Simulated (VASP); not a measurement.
# BaTiO3 (P4mm) in VASP: notebook

The runs below take BaTiO3 through single point, with PBE.

Program: VASP 6.6.1. These are calculated values, not measurements. Logs are shortened: lines on timing, memory, paths and dates and some standing lists are left out, and cuts for length are marked.

### Step 1. The cell of the first run

Symmetry: P4mm, No. 99, tetragonal system. The conventional cell has a = 4.105 Å, b = 4.105 Å, c = 4.032 Å, α = 90.00°, β = 90.00°, γ = 90.00°. Within 3.7 Å of Ba (site symmetry 4mm) lie 12 O at 2.82 to 2.93 Å and 8 Ti at 3.50 to 3.57 Å. Ti (site symmetry 4mm) has 6 O at 1.83 to 2.21 Å within 2.4 Å. O (site symmetry 2mm) has 2 Ti at 2.06 Å within 2.7 Å. O (site symmetry 4mm) has 2 Ti at 1.83 to 2.21 Å within 2.4 Å.

### Step 2. Single point, PBE (biaxial strain in the a-b plane: +3.0 %, then relaxed in part)

INCAR reads:

```
SYSTEM = BaTiO3
PREC     = Accurate       ! precision mode
ENCUT    = 1340           ! plane-wave cutoff, eV
EDIFF    = 1E-6           ! SCF threshold, eV
ISMEAR   = 0              ! smearing method
SIGMA    = 0.02           ! smearing width, eV
LREAL    = .FALSE.        ! projectors in reciprocal space
LASPH    = .TRUE.         ! aspherical terms in the spheres
NELM     = 120            ! most SCF steps
ALGO     = Normal         ! electronic algorithm
ISIF     = 2              ! what is computed and relaxed
LWAVE    = .FALSE.        ! write WAVECAR
LCHARG   = .TRUE.         ! write CHGCAR
GGA      = PE             ! functional
LELF     = .TRUE.         ! ELF
LVHAR    = .TRUE.       
NBANDS   = 28             ! bands
GGA_COMPAT= .FALSE.
```

KPOINTS reads:

```
Automatic mesh
0
G
  8 8 6
  0 0 0
```

POSCAR reads:

```
BaTiO3
1.0
    4.1050132879      0.0000000000      0.0000000000
    0.0000000000      4.1050132879      0.0000000000
    0.0000000000      0.0000000000      4.0320425224
Ba Ti O
1 1 3
Direct
    0.5000000000      0.5000000000      0.5829917608
    0.0000000000      0.0000000000      0.0979443936
    0.0000000000      0.5000000000      0.0640753051
    0.5000000000      0.0000000000      0.0640753051
    0.0000000000      0.0000000000      0.5509102253
```

Potentials or basis: VASP PAW PBE potentials, release 64 (Ba_sv, Ti_sv, O_h).

On the command line:

```sh
cat potpaw_PBE.64/Ba_sv/POTCAR potpaw_PBE.64/Ti_sv/POTCAR potpaw_PBE.64/O_h/POTCAR > POTCAR
mpirun -np 1 vasp_std > vasp.out
```

OUTCAR:

```text
SYSTEM = BaTiO3
   PREC = Accurate
   ENCUT = 1340
   EDIFF = 1E-6
   ISMEAR = 0
   LREAL = .FALSE.
   LASPH = .TRUE.
   NELM = 120
   ISIF = 2
   GGA = PE

 ion  position               nearest neighbor table
   1  0.500  0.500  0.583-   3 2.82   4 2.82   4 2.82   3 2.82   5 2.91   5 2.91   5 2.91   5 2.91
                             3 2.93   4 2.93   3 2.93   4 2.93   2 3.50   2 3.50   2 3.50   2 3.50
   2  0.000  0.000  0.098-   5 1.83   4 2.06   3 2.06   3 2.06   4 2.06   5 2.21   1 3.50   1 3.50
                             1 3.50   1 3.50   1 3.57   1 3.57   1 3.57   1 3.57
   3  0.000  0.500  0.064-   2 2.06   2 2.06   1 2.82   1 2.82   1 2.93   1 2.93
   4  0.500  0.000  0.064-   2 2.06   2 2.06   1 2.82   1 2.82   1 2.93   1 2.93
   5  0.000  0.000  0.551-   2 1.83   2 2.21   1 2.91   1 2.91   1 2.91   1 2.91

  LATTYP: Found a simple tetragonal cell.
 ALAT       =     4.1050132879
 C/A-ratio  =     0.9822239880

  Lattice vectors:

 A1 = (   4.1050132879,   0.0000000000,   0.0000000000)
 A2 = (   0.0000000000,   4.1050132879,   0.0000000000)
 A3 = (   0.0000000000,   0.0000000000,   4.0320425224)

Analysis of symmetry for initial positions (statically):
=====================================================================
 Subroutine PRICEL returns:
 Original cell was already a primitive cell.

 Routine SETGRP: Setting up the symmetry group for a
 simple tetragonal supercell.

 Subroutine GETGRP returns: Found  8 space group operations
 (whereof  8 operations were pure point group operations)
 out of a pool of 16 trial point group operations.

The static configuration has the point symmetry C_4v.

Analysis of symmetry for dynamics (positions and initial velocities):
=====================================================================
 Subroutine PRICEL returns:
 Original cell was already a primitive cell.

 Routine SETGRP: Setting up the symmetry group for a
 simple tetragonal supercell.

 Subroutine GETGRP returns: Found  8 space group operations
 (whereof  8 operations were pure point group operations)
 out of a pool of 16 trial point group operations.

The dynamic configuration has the point symmetry C_4v.

 Subroutine INISYM returns: Found  8 space group operations
 (whereof  8 operations are pure point group operations),
 and found     1 'primitive' translations

----------------------------------------------------------------------------------------

                                     Primitive cell

  volume of cell :      67.9445

  direct lattice vectors                    reciprocal lattice vectors
     4.105013288  0.000000000  0.000000000     0.243604571  0.000000000  0.000000000
     0.000000000  4.105013288  0.000000000     0.000000000  0.243604571  0.000000000
     0.000000000  0.000000000  4.032042522     0.000000000  0.000000000  0.248013257

  length of vectors
     4.105013288  4.105013288  4.032042522     0.243604571  0.243604571  0.248013257

  position of ions in fractional coordinates (direct lattice)
     0.500000000  0.500000000  0.582991761
     0.000000000  0.000000000  0.097944394
     0.000000000  0.500000000  0.064075305
     0.500000000  0.000000000  0.064075305
     0.000000000  0.000000000  0.550910225

  ion indices of the primitive-cell ions
   primitive index   ion index
                 1           1
                 2           2
                 3           3
                 4           4
                 5           5

----------------------------------------------------------------------------------------

 KPOINTS: Automatic mesh

Automatic generation of k-mesh.
 Grid dimensions read from file:
 generate k-points for:    8    8    6

 Generating k-lattice:

  Cartesian coordinates                     Fractional coordinates (reciprocal lattice)
     0.030450571  0.000000000  0.000000000     0.125000000  0.000000000  0.000000000
     0.000000000  0.030450571  0.000000000     0.000000000  0.125000000  0.000000000
     0.000000000  0.000000000  0.041335543     0.000000000  0.000000000  0.166666667

  Length of vectors
     0.030450571  0.030450571  0.041335543

  Shift w.r.t. Gamma in fractional coordinates (k-lattice)
     0.000000000  0.000000000  0.000000000

 Subroutine IBZKPT returns following result:
 ===========================================

 Found     60 irreducible k-points:

 Following reciprocal coordinates:
            Coordinates               Weight
  0.000000  0.000000  0.000000      1.000000
  0.125000  0.000000  0.000000      4.000000
  0.250000  0.000000  0.000000      4.000000
  0.375000  0.000000  0.000000      4.000000
  0.500000  0.000000  0.000000      2.000000
  0.125000  0.125000  0.000000      4.000000
[... 16 lines left out ...]
  0.375000  0.125000  0.166667     16.000000
  0.500000  0.125000  0.166667      8.000000
 [... further k-points ...]
   k-points           NKPTS =     60   k-points in BZ     NKDIM =     60   number of bands    NBANDS=     28
[... 69 lines left out ...]
 cond. band min:       5.4906870762   @ k =   0.0000   0.0000   0.0000
 fundamental gap:      1.7071492458
 Fermi energy:         4.0172117058

 k-point     1 :       0.0000    0.0000    0.0000
  band No.  band energies     occupation
      1     -52.9423      2.00000
      2     -29.2153      2.00000
      3     -29.1253      2.00000
      4     -29.1253      2.00000
      5     -21.2443      2.00000
      6     -13.0815      2.00000
[... 20 lines left out ...]
     27       8.7848      0.00000
     28      10.4805      0.00000

 k-point     2 :       0.1250    0.0000    0.0000
  band No.  band energies     occupation
      1     -52.9422      2.00000
      2     -29.2151      2.00000
      3     -29.1306      2.00000
      4     -29.1251      2.00000
      5     -21.2323      2.00000
      6     -13.0964      2.00000
[... 20 lines left out ...]
     27       9.0556      0.00000
     28      10.8312      0.00000

 k-point     3 :       0.2500    0.0000    0.0000
  band No.  band energies     occupation
      1     -52.9420      2.00000
      2     -29.2147      2.00000
      3     -29.1434      2.00000
      4     -29.1246      2.00000
      5     -21.2031      2.00000
      6     -13.1507      2.00000
[... 20 lines left out ...]
     27       9.7519      0.00000
     28      11.8112      0.00000

 k-point     4 :       0.3750    0.0000    0.0000
  band No.  band energies     occupation
      1     -52.9417      2.00000
      2     -29.2142      2.00000
      3     -29.1561      2.00000
      4     -29.1242      2.00000
      5     -21.1735      2.00000
      6     -13.2238      2.00000
[... 20 lines left out ...]
     27      10.5683      0.00000
     28      11.7881      0.00000

 k-point     5 :       0.5000    0.0000    0.0000
  band No.  band energies     occupation
      1     -52.9416      2.00000
      2     -29.2140      2.00000
      3     -29.1613      2.00000
      4     -29.1240      2.00000
      5     -21.1611      2.00000
      6     -13.2579      2.00000
[... 20 lines left out ...]
     27      10.9600      0.00000
     28      11.7523      0.00000

 k-point     6 :       0.1250    0.1250    0.0000
  band No.  band energies     occupation
      1     -52.9421      2.00000
      2     -29.2149      2.00000
      3     -29.1305      2.00000
      4     -29.1303      2.00000
      5     -21.2209      2.00000
      6     -13.1011      2.00000
[... 463 lines left out ...]
      5     -21.1997      2.00000
      6     -13.0140      2.00000
[... 20 lines left out ...]
     27       9.7067      0.00000
     28      11.3231      0.00000

 k-point    22 :       0.2500    0.1250    0.1667
  band No.  band energies     occupation
      1     -52.9417      2.00000
      2     -29.2260      2.00000
      3     -29.1426      2.00000
      4     -29.1294      2.00000
      5     -21.1740      2.00000
      6     -13.0238      2.00000
[... 20 lines left out ...]
     27      10.3443      0.00000
     28      11.5884      0.00000

 k-point    23 :       0.3750    0.1250    0.1667
  band No.  band energies     occupation
      1     -52.9414      2.00000
      2     -29.2254      2.00000
      3     -29.1551      2.00000
      4     -29.1289      2.00000
      5     -21.1480      2.00000
      6     -13.0588      2.00000
[... 20 lines left out ...]
     27      11.1032      0.00000
     28      12.0611      0.00000

 k-point    24 :       0.5000    0.1250    0.1667
  band No.  band energies     occupation
      1     -52.9413      2.00000
      2     -29.2252      2.00000
      3     -29.1603      2.00000
      4     -29.1287      2.00000
      5     -21.1371      2.00000
      6     -13.0789      2.00000
[... 20 lines left out ...]
     27      11.4118      0.00000
     28      12.2869      0.00000

 [... further k-points ...]

------------------------ aborting loop because EDIFF is reached ----------------------------------------

  FORCE on cell =-STRESS in cart. coord.  units (eV):
  Direction    XX          YY          ZZ          XY          YZ          ZX
  --------------------------------------------------------------------------------------
  -------------------------------------------------------------------------------------
  Total       -2.3704855     -2.3704855      0.5892594      0.0000000     -0.0000000      0.0000000
  in kB      -55.8976618    -55.8976618     13.8951375      0.0000000     -0.0000000      0.0000000
  external PRESSURE =     -32.6333954 kB  Pullay stress =       0.0000000 kB

 VOLUME and BASIS-vectors are now :
 -----------------------------------------------------------------------------
  energy-cutoff  :     1340.00
  volume of cell :       67.94
      direct lattice vectors                 reciprocal lattice vectors
     4.105013288  0.000000000  0.000000000     0.243604571  0.000000000  0.000000000
     0.000000000  4.105013288  0.000000000     0.000000000  0.243604571  0.000000000
     0.000000000  0.000000000  4.032042522     0.000000000  0.000000000  0.248013257

 POSITION                                       TOTAL-FORCE (eV/Angst)
 -----------------------------------------------------------------------------------
      2.05251      2.05251      2.35065         0.000000      0.000000     -0.031725
      0.00000      0.00000      0.39492         0.000000      0.000000     -0.043650
      0.00000      2.05251      0.25835         0.000000     -0.000000      0.014483
      2.05251      0.00000      0.25835         0.000000      0.000000      0.014483
      0.00000      0.00000      2.22129        -0.000000      0.000000      0.046410
 -----------------------------------------------------------------------------------
    total drift:                                0.000000     -0.000000      0.000105

  FREE ENERGIE OF THE ION-ELECTRON SYSTEM (eV)
  ---------------------------------------------------
  free  energy   TOTEN  =       -40.0015764327 eV

  energy  without entropy=      -40.0015764327  energy(sigma->0) =      -40.00157643
```

Run time: 4.7 min. Hardware: 1 thread of AMD EPYC 9R45 (Zen 5), shared host; peak memory 0.64 GiB.

Results:

```yaml
Free_energy: -40.0016 eV
Pressure: -3.3 GPa
Largest_force: 0.046 eV/Å
Band_gap_on_the_k_mesh: 1.71 eV (least direct gap 2.08 eV)
```

Forces on the atoms (eV/Å):
```
Ba   0.000  0.000 -0.032
Ti   0.000  0.000 -0.044
O    0.000  0.000  0.014
O    0.000  0.000  0.014
O    0.000  0.000  0.046
```

Levels at points of the mesh, in eV from the valence-band top:
```
           k point  band 17  band 18  band 19  band 20  band 21  band 22  band 23  band 24
(0.00, 0.00, 0.00)    -0.99    -0.47    -0.37    -0.37     1.71     2.14     2.14     3.62
(0.50, 0.00, 0.00)    -1.65    -1.49    -1.09    -0.97     2.22     3.22     3.31     3.89
(0.50, 0.50, 0.00)    -1.85    -1.20    -1.20    -0.09     3.33     3.33     3.62     4.48
(0.00, 0.00, 0.50)    -1.81    -1.79    -0.69    -0.69     1.86     3.54     3.54     3.62
(0.50, 0.00, 0.50)    -1.71    -0.85    -0.83    -0.21     3.25     3.55     3.77     4.39
(0.50, 0.50, 0.50)    -2.26    -0.12    -0.12     0.00     3.82     3.98     3.98     6.12
```

Caveat: the cell differs from its parent crystal (biaxial strain in the a-b plane: +3.0 %, then relaxed in part); the stress differs along the axes, from -6 to 1 GPa; spin-orbit coupling is left out, which moves the levels of the heavy elements.

### Step 3. Single point, PBE

This run uses another cell than the first one, of 13.54 Å³/atom.

INCAR reads:

```
ALGO = Normal ; EDIFF = 1E-6
ENCUT = 1340 ; GGA = PE
GGA_COMPAT = False ; ISIF = 2
ISMEAR = 0 ; LASPH = True
LCHARG = True ; LELF = True
LREAL = False ; LVHAR = True
LWAVE = False ; NBANDS = 28
NELM = 120 ; PREC = Accurate
SIGMA = 0.02
```

KPOINTS reads:

```
k-points
0
Gamma
  8 8 6
```

POSCAR reads:

```
BaTiO3
1.0
    3.9854497974      0.0000000000      0.0000000000
    0.0000000000      3.9854497974      0.0000000000
    0.0000000000      0.0000000000      4.2634898843
Ba Ti O
1 1 3
Direct
    0.5000000000      0.5000000000      0.5957054886
    0.0000000000      0.0000000000      0.1118345512
    0.0000000000      0.5000000000      0.0588265530
    0.5000000000      0.0000000000      0.0588265530
    0.0000000000      0.0000000000      0.5348038440
```

Potentials or basis: VASP PAW PBE potentials, release 64 (Ba_sv, Ti_sv, O_h).

On the command line:

```sh
cat potpaw_PBE.64/Ba_sv/POTCAR potpaw_PBE.64/Ti_sv/POTCAR potpaw_PBE.64/O_h/POTCAR > POTCAR
mpirun -np 1 vasp_std > vasp.out
```

Run time: 5.2 min. Hardware: 1 thread of AMD EPYC 9R45 (Zen 5), shared host; peak memory 0.65 GiB.

Results (log left out):

* Free energy: -40.0737 eV
* Pressure: 0.3 GPa
* Largest force: 0.057 eV/Å
* Band gap on the k mesh: 1.79 eV (least direct gap 2.40 eV)

Forces on the atoms (eV/Å):
```
Ba   0.000  0.000 -0.057
Ti   0.000  0.000 -0.042
O    0.000  0.000  0.027
O    0.000  0.000  0.027
O    0.000  0.000  0.044
```

Stress tensor (GPa, compression positive):
```
0.29 0.00 0.00
0.00 0.29 0.00
0.00 0.00 0.18
```

Levels at points of the mesh, in eV from the valence-band top:
| k point | band 16 | band 17 | band 18 | band 19 | band 20 | band 21 | band 22 | band 23 | band 24 | band 25 |
| --- | --- | --- | --- | --- | --- | --- | --- | --- | --- | --- |
| (0.00, 0.00, 0.00) | -1.86 | -1.38 | -1.10 | -0.61 | -0.61 | 1.79 | 2.53 | 2.53 | 3.98 | 4.22 |
| (0.50, 0.00, 0.00) | -1.99 | -1.99 | -1.73 | -1.72 | -1.48 | 2.59 | 3.38 | 3.50 | 4.06 | 5.35 |
| (0.50, 0.50, 0.00) | -3.05 | -2.12 | -1.19 | -1.19 | -0.05 | 3.54 | 3.54 | 3.88 | 3.91 | 7.33 |
| (0.00, 0.00, 0.50) | -2.23 | -2.10 | -2.00 | -0.74 | -0.74 | 1.90 | 3.40 | 3.40 | 4.00 | 5.76 |
| (0.50, 0.00, 0.50) | -2.58 | -1.89 | -1.26 | -1.15 | -0.61 | 3.41 | 3.44 | 3.63 | 4.74 | 6.81 |
| (0.50, 0.50, 0.50) | -2.68 | -2.68 | -0.56 | -0.56 | 0.00 | 3.87 | 3.87 | 4.01 | 5.75 | 6.25 |

Caveat: spin-orbit coupling is left out, which moves the levels of the heavy elements. A k mesh can miss the band edges.

### Step 4. Single point, PBE

This run uses another cell than the first one, of 13.34 Å³/atom.

INCAR reads:

```
PREC = Accurate ; ENCUT = 1340
EDIFF = 1E-6 ; ISMEAR = 0
SIGMA = 0.02 ; LREAL = False
LASPH = True ; NELM = 120
ALGO = Normal ; ISIF = 2
LWAVE = False ; LCHARG = True
GGA = PE ; LELF = True
LVHAR = True ; NBANDS = 28
GGA_COMPAT = False
```

KPOINTS reads:

```
regular mesh
0
Gamma
  8 8 8
```

POSCAR reads:

```
BaTiO3
1.0
    3.9854497891      0.0000000000      0.0000000000
    0.0000000000      3.9854497891      0.0000000000
    0.0000000000      0.0000000000      4.2004826453
Ba Ti O
1 1 3
Direct
    0.5000000000      0.5000000000      0.5912757133
    0.0000000000      0.0000000000      0.1084227178
    0.0000000000      0.5000000000      0.0602445512
    0.5000000000      0.0000000000      0.0602445512
    0.0000000000      0.0000000000      0.5398094565
```

On the command line:

```sh
cat potpaw_PBE.64/Ba_sv/POTCAR potpaw_PBE.64/Ti_sv/POTCAR potpaw_PBE.64/O_h/POTCAR > POTCAR
mpirun -np 1 vasp_std > vasp.out
```

It took 5.6 min on 1 thread of AMD EPYC 9R45 (Zen 5), shared host; peak memory 0.71 GiB.

Results (log left out):

| Item | Value |
| --- | --- |
| Free energy | -40.0703 eV |
| Pressure | 1.4 GPa |
| Largest force | 0.051 eV/Å |
| Band gap on the k mesh | 1.79 eV (least direct gap 2.36 eV) |

Forces on the atoms (eV/Å):
```
Ba   0.000  0.000 -0.051
Ti   0.000  0.000 -0.038
O    0.000  0.000  0.022
O    0.000  0.000  0.022
O    0.000  0.000  0.045
```

Levels at points of the mesh, in eV from the valence-band top:
```tsv
k point	band 17	band 18	band 19	band 20	band 21	band 22	band 23	band 24
(0.00, 0.00, 0.00)	-1.33	-0.93	-0.56	-0.56	1.79	2.44	2.44	4.01
(0.50, 0.00, 0.00)	-1.97	-1.71	-1.58	-1.34	2.51	3.42	3.53	4.08
(0.50, 0.50, 0.00)	-2.04	-1.16	-1.16	-0.06	3.57	3.57	3.90	4.09
(0.00, 0.00, 0.50)	-2.07	-2.00	-0.74	-0.74	1.92	3.44	3.44	4.01
(0.50, 0.00, 0.50)	-1.85	-1.18	-1.09	-0.52	3.45	3.47	3.71	4.78
(0.50, 0.50, 0.50)	-2.63	-0.46	-0.46	0.00	3.95	3.95	4.06	5.94
```

Caveat: spin-orbit coupling is left out, which moves the levels of the heavy elements. A k mesh can miss the band edges.

### Step 5. Summary

| cell | k mesh | gap on the mesh (eV) | pressure (GPa) | largest force (eV/Å) |
| --- | --- | --- | --- | --- |
| a = 4.105, b = 4.105, c = 4.032 Å, 5 atoms, atomic positions A | 8 × 8 × 6 | 1.71 | -3.3 | 0.05 |
| a = 3.985, b = 3.985, c = 4.263 Å, 5 atoms, atomic positions B | 8 × 8 × 6 | 1.79 | 0.3 | 0.06 |
| a = 3.985, b = 3.985, c = 4.200 Å, 5 atoms, atomic positions C | 8 × 8 × 8 | 1.79 | 1.4 | 0.05 |

Alike in all rows: task single point; level PBE; potentials or basis VASP PAW PBE potentials, release 64 (Ba_sv, Ti_sv, O_h); no spin polarisation; cutoff (eV) 1340; smearing gaussian 0.02 eV.

Caveats: spin-orbit coupling is left out, which moves the levels of the heavy elements; the stress differs along the axes, from -6 to 1 GPa (at least some runs).

Absolute energies hang on the potentials; compare differences alone.
